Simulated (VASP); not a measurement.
Wanted: the native input for a VASP 6.6.1 run.

* Task: single point
* Functional: LDA
* Potentials or basis: VASP PAW LDA potentials, release 64 (Li_sv, Cl)
* Cutoff: 520 eV
* k mesh: 9 × 9 × 4
* Occupations: gaussian, width 0.05 eV
* Spin: no spin polarisation
* Dipole correction: no
* Further INCAR settings: ALGO = Normal; EDIFF = 1e-06; NBANDS = 18

The structure of LiCl lies in POSCAR:

```
LiCl
1.0
    4.1309385243      0.0000000000      0.0000000000
   -2.0654692622      3.5774977035      0.0000000000
    0.0000000000      0.0000000000      6.3571610000
Li Cl
2 2
Direct
    0.6666666667      0.3333333333      0.8760170000
    0.3333333333      0.6666666667      0.3760170000
    0.6666666667      0.3333333333      0.4989840000
    0.3333333333      0.6666666667      0.9989840000
```

This cell differs from its parent crystal: strain +0.0525 x Voigt [1, 1, 0, 0, 0, 0].

One way to write it, as run:

INCAR

```
SYSTEM = LiCl
PREC     = Accurate       ! precision mode
ENCUT    = 520            ! plane-wave cutoff, eV
EDIFF    = 1E-6           ! SCF threshold, eV
ISMEAR   = 0              ! smearing method
SIGMA    = 0.05           ! smearing width, eV
LREAL    = .False.        ! projectors in reciprocal space
LASPH    = .True.         ! aspherical terms in the spheres
NELM     = 100            ! most SCF steps
ALGO     = Normal         ! electronic algorithm
ISIF     = 2              ! what is computed and relaxed
LWAVE    = .False.        ! write WAVECAR
LCHARG   = .False.        ! write CHGCAR
GGA      = CA             ! functional
NBANDS   = 18             ! bands
```

KPOINTS

```
Automatic mesh
0
Gamma
  9 9 4
  0 0 0
```

Potentials or basis: VASP PAW LDA potentials, release 64 (Li_sv, Cl).

The run is started by

```console
$ cat potpaw_LDA.64/Li_sv/POTCAR potpaw_LDA.64/Cl/POTCAR > POTCAR
$ mpirun -np 1 vasp_std > vasp.out
```

It gave:

```json
{
 "Largest force": "0.073 eV/Å",
 "Band gap on the k mesh": "5.17 eV"
}
```

Caveat: the cell differs from its parent crystal (strain +0.0525 x Voigt [1, 1, 0, 0, 0, 0]); an odd mesh through Γ misses points on the zone boundary, where band edges can lie.

Run time: 23 s on 1 thread of Intel(R) Xeon(R) 6975P-C (Granite Rapids), on a shared host, peak memory 0.19 GiB.
